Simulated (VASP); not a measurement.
Input of a VASP 6.6.1 run:

File INCAR:

```
ALGO = Normal
EDIFF = 1E-6
ENCUT = 520
GGA = PS
ISIF = 2
ISMEAR = -1
LASPH = True
LCHARG = False
LREAL = False
LWAVE = False
NBANDS = 14
NELM = 60
PREC = Accurate
SIGMA = 0.1
```

The input KPOINTS:

```
k-points
0
Gamma
  23 23 3
```

POSCAR

```
B
1.0
    1.7098334540      0.0000000000      0.0000000000
   -0.8549167270      1.4807592074      0.0000000000
    0.0000000000      0.0000000000     14.3370503335
B
4
Direct
    0.0000000000      0.0000000000      0.0000000000
    0.0000000000      0.0000000000      0.5000000000
    0.3333333333      0.6666666667      0.2500000000
    0.6666666667      0.3333333333      0.7500000000
```

Potentials or basis: VASP PAW PBE potentials, release 64 (B).

Launch:

```bash
$ cat potpaw_PBE.64/B/POTCAR > POTCAR
$ mpirun -np 1 vasp_std > vasp.out
```

Task: Estimate the pressure.

Result: -0.9 GPa.

Task: Predict the band gap on the k mesh.

Result: Zero (band 6 reaches 8.49 eV, above the bottom of band 7 at -2.47 eV).

Stress tensor (GPa, compression positive):
```
-1.04  0.00  0.00
 0.00 -1.04  0.00
 0.00  0.00 -0.57
```

Caveat: the PAW data sets were made with another functional, which shifts forces and pressure a little; this functional lacks dispersion, which binds the layers, so the pressure and a relaxed spacing across them are unreliable.
